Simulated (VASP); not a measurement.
A run of VASP 6.6.1:

Contents of POSCAR:

```
Sn
1.0
   -1.8378105000      1.8378105000      2.0136571368
    1.8378105000     -1.8378105000      2.0136571368
    1.8378105000      1.8378105000     -2.0136571368
Sn
1
Direct
    0.0000000000      0.0000000000      0.0000000000
```

File INCAR.step1:

```
SYSTEM = Sn
PREC = Accurate ; ENCUT = 520
ISMEAR = -1 ; SIGMA = 0.1
LREAL = .FALSE. ; LASPH = .TRUE.
NELM = 60 ; NBANDS = 13
GGA = PE ; ALGO = Normal
EDIFF = 1E-4 ; LWAVE = .TRUE.
LCHARG = .FALSE.
```

The input INCAR.step2:

```
SYSTEM = Sn
PREC = Accurate ; ENCUT = 520
EDIFF = 1E-6 ; ISMEAR = -1
SIGMA = 0.1 ; LREAL = .FALSE.
LASPH = .TRUE. ; NELM = 60
ALGO = Normal ; ISIF = 2
LWAVE = .FALSE. ; LCHARG = .FALSE.
METAGGA = R2SCAN ; LMIXTAU = .TRUE.
NBANDS = 13 ; ISTART = 1
```

The input KPOINTS:

```
Automatic mesh
0
G
  13 13 13
  0 0 0
```

Potentials or basis: VASP PAW PBE potentials, release 64 (Sn_d).

Run with:

```console
$ cat potpaw_PBE.64/Sn_d/POTCAR > POTCAR
$ cp INCAR.step1 INCAR
$ mpirun -np 1 vasp_std > vasp.out
$ cp INCAR.step2 INCAR
$ mpirun -np 1 vasp_std > vasp.out
```

Hardware: 1 thread of Intel(R) Xeon(R) 6975P-C (Granite Rapids) (shared host).

Problem. Estimate the wall time of this run.

Solution. Wall time 54 s on 1 thread of Intel(R) Xeon(R) 6975P-C (Granite Rapids) (shared host), peak memory 0.19 GiB. Counts: k points 196.
